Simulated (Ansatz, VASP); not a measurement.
CuI in VASP and in Ansatz

INCAR

```
  ALGO = Normal
  EDIFF = 1E-8
  ENCUT = 520
  GGA = PE
  ISIF = 2
  ISMEAR = -1
  LASPH = True
  LCHARG = False
  LEFG = True
  LREAL = False
  LWAVE = False
  NBANDS = 26
  NELM = 60
  PREC = Accurate
  SIGMA = 0.02
```

The input KPOINTS:

```
k-points
0
Gamma
  5 5 6
```

Contents of POSCAR:

```
CuI
1.0
    3.7206819864     -3.6986746172      0.0000000000
    3.7206819864      3.6986746172      0.0000000000
    0.0000000000      0.0000000000      4.2925928879
Cu I
2 2
Direct
    0.4204388300      0.5795611700      0.7500000000
    0.5795611700      0.4204388300      0.2500000000
    0.7700426800      0.2299573200      0.7500000000
    0.2299573200      0.7700426800      0.2500000000
```

Input for Ansatz:

```yaml
crystal:
  lattice:
    - [3.7206819864, -3.6986746172, 0.0]
    - [3.7206819864, 3.6986746172, 0.0]
    - [0.0, 0.0, 4.2925928879]
  atoms:
    - { symbol: Cu, position: [0.42043883, 0.57956117, 0.75] }
    - { symbol: Cu, position: [0.57956117, 0.42043883, 0.25] }
    - { symbol: I, position: [0.77004268, 0.22995732, 0.75] }
    - { symbol: I, position: [0.22995732, 0.77004268, 0.25] }
kpoints:
  mp_grid: { grid: [5, 5, 6] }
scf:
  occupations: { method: fermi_dirac, width: 0.02 }
hamiltonian:
  xc: pbe
  pseudopotentials: { kind: all_electron, datasets: crystal }
output:
  forces: true
  stress: true
  eigenvalues: true
  efg: { contact_densities: true }
```

Change from the starting cell: volume scaled by 0.99, crystal datasets.

Alike in both runs: task electric field gradients; functional PBE; k mesh 5 × 5 × 6; occupations fermi-dirac, width 0.02 eV; no spin polarisation.

```csv
,VASP,Ansatz
version,VASP 6.6.1,Ansatz 0.2.0
potentials or method,"VASP PAW PBE potentials, release 64 (Cu, I), cutoff 520 eV","all-electron PAW with datasets made for the crystal, scalar-relativistic"
```

```tsv
	VASP	Ansatz	Ansatz less VASP
gap on the k mesh at the Fermi level (eV)	1.05	1.03	-0.017
pressure (GPa)	1.8	1.8	-0.05
traceless stress, the component that is largest in VASP (GPa)	-0.86	-0.81	+0.056
rms of the force components (eV/Å)	0.110	0.106	-0.0039
size of Vzz on the site where it differs most (V/Å²)	400.1	413.8	+13.68
```

Atom by atom the forces differ by 0.005 eV/Å (rms over components). Ansatz ran all-electron here, and VASP with PAW potentials.

Spin-orbit coupling is off throughout.
